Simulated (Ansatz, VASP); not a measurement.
**One calculation of ZrO2, two programs**

Contents of INCAR:

```
SYSTEM = ZrO2
PREC     = Accurate       ! precision mode
ENCUT    = 600            ! plane-wave cutoff, eV
EDIFF    = 1E-6           ! SCF threshold, eV
ISMEAR   = -1             ! smearing method
SIGMA    = 0.02           ! smearing width, eV
LREAL    = .False.        ! projectors in reciprocal space
LASPH    = .True.         ! aspherical terms in the spheres
NELM     = 120            ! most SCF steps
ALGO     = Normal         ! electronic algorithm
ISIF     = 2              ! what is computed and relaxed
LWAVE    = .False.        ! write WAVECAR
LCHARG   = .False.        ! write CHGCAR
GGA      = PE             ! functional
NBANDS   = 19             ! bands
GGA_COMPAT= .False.
```

The input KPOINTS:

```
Automatic mesh
0
Gamma
  9 9 9
  0 0 0
```

Contents of POSCAR:

```
ZrO2
1.0
    0.0000000000      2.5350000000      2.5350000000
    2.5350000000      0.0000000000      2.5350000000
    2.5350000000      2.5350000000      0.0000000000
Zr O
1 2
Direct
    0.0000000000      0.0000000000      0.0000000000
    0.2500000000      0.2500000000      0.2500000000
    0.7500000000      0.7500000000      0.7500000000
```

Input for Ansatz:

```yaml
crystal:
  lattice:
    - [0.0, 2.535, 2.535]
    - [2.535, 0.0, 2.535]
    - [2.535, 2.535, 0.0]
  atoms:
    - { symbol: Zr, position: [0.0, 0.0, 0.0] }
    - { symbol: O, position: [0.25, 0.25, 0.25] }
    - { symbol: O, position: [0.75, 0.75, 0.75] }
kpoints:
  mp_grid: { grid: [9, 9, 9] }
  band_path:
    path:
      - [0.0, 0.0, 0.0]
      - [0.5, 0.0, 0.5]
      - [0.625, 0.25, 0.625]
      - [0.375, 0.375, 0.75]
      - [0.0, 0.0, 0.0]
      - [0.5, 0.5, 0.5]
      - [0.5, 0.25, 0.75]
      - [0.5, 0.0, 0.5]
    npoints: 8
scf:
  occupations: { method: fermi_dirac, width: 0.02 }
hamiltonian:
  xc: pbe
  pseudopotentials: { kind: all_electron, lapw: { basis_error: 0.0005 } }
output:
  forces: true
  stress: true
  eigenvalues: true
  populations: true
  dos: { projected: true, de: 0.2, e_range: [-14, 8] }
```

Alike in both runs: task single point; functional PBE; k mesh 9 × 9 × 9; occupations fermi-dirac, width 0.02 eV; no spin polarisation.

|  | VASP | Ansatz |
| --- | --- | --- |
| version | VASP 6.6.1 | Ansatz 0.2.0 |
| potentials or method | VASP PAW PBE potentials, release 64 (Zr_sv, O), cutoff 600 eV | all-electron LAPW, scalar-relativistic |

|  | VASP | Ansatz | Ansatz less VASP |
| --- | --- | --- | --- |
| gap on the k mesh at the Fermi level (eV) | 3.44 | 3.44 | +0.004 |
| pressure (GPa) | 6.9 | 6.7 | -0.10 |

Ansatz ran all-electron here, and VASP with PAW potentials.
